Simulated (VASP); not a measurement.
Runs of VASP 6.6.1 on Sn. The structure is that of space group P6_3/mmc (No. 194), or close to it. The cells are those of the table. This isn't the form of Sn at room conditions, which is tetragonal (white tin).

```csv
task,cell,k mesh,cutoff (eV),gap on the mesh (eV),pressure (GPa)
relaxation of cell and atoms,"relaxed from a = 2.874, b = 2.874, c = 5.477 Å, angles 90.0, 90.0, 120.0°, 2 atoms",12 × 12 × 4,600,none,0.0
single point,"a = 2.874, b = 2.874, c = 5.477 Å, angles 90.0, 90.0, 120.0°, 2 atoms",6 × 6 × 4,520,none,37.8
single point,"a = 3.353, b = 3.353, c = 5.349 Å, angles 90.0, 90.0, 120.0°, 2 atoms",12 × 12 × 4,520,none,(a)
single point,"a = 3.329, b = 3.329, c = 5.472 Å, angles 90.0, 90.0, 120.0°, 2 atoms",12 × 12 × 8,520,none,0.0
```

Alike in all rows: level PBEsol; potentials or basis VASP PAW PBE potentials, release 64 (Sn_d); no spin polarisation; smearing gaussian 0.1 eV.

Estimate the missing entries.

(a) 0.1.

Caveats: some runs use coarse meshes; the PAW data sets were made with another functional, which shifts forces and pressure a little; spin-orbit coupling is left out, which moves the levels of the heavy elements.

A k mesh can miss the band edges, and the runs leave out spin-orbit coupling on Sn.

A gap of «none» marks levels without a gap at the run's occupations.
